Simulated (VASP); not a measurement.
Here is a VASP 6.6.1 calculation.

The input INCAR:

```
  PREC = Accurate
  ENCUT = 520
  EDIFF = 1E-8
  ISMEAR = -1
  SIGMA = 0.01
  LREAL = False
  LASPH = True
  NELM = 80
  ALGO = Normal
  ISIF = 2
  LWAVE = False
  LCHARG = False
  GGA = PE
  LEFG = True
  NBANDS = 24
```

KPOINTS

```
regular mesh
0
Gamma
  9 9 5
```

File POSCAR:

```
TaN
1.0
    3.0068077129      0.0000000000      0.0000000000
   -1.5034038564      2.6039718636      0.0000000000
    0.0000000000      0.0000000000      4.8515323926
Ta N
2 2
Direct
    0.0000000000      0.0000000000      0.0000000000
    0.0000000000      0.0000000000      0.5000000000
    0.3333333333      0.6666666667      0.2500000000
    0.6666666667      0.3333333333      0.7500000000
```

Potentials or basis: VASP PAW PBE potentials, release 64 (Ta_pv, N).

Run with:

```bash
$ cat potpaw_PBE.64/Ta_pv/POTCAR potpaw_PBE.64/N/POTCAR > POTCAR
$ mpirun -np 1 vasp_std > vasp.out
```

Task: What does it give for the band gap on the k mesh?

Result: Zero (band 16 reaches 11.11 eV, above the bottom of band 17 at 8.42 eV).

Task: What does it give for the pressure?

Result: 85.1 GPa.

Stress tensor (GPa, compression positive):
```
 52.72   0.00   0.00
  0.00  52.72   0.00
  0.00   0.00 149.78
```

Caveat: without QUAD_EFG the Cq values of the log hold for a quadrupole moment of 1 mb, not for the nuclei; spin-orbit coupling is left out, which moves the levels of the heavy elements.
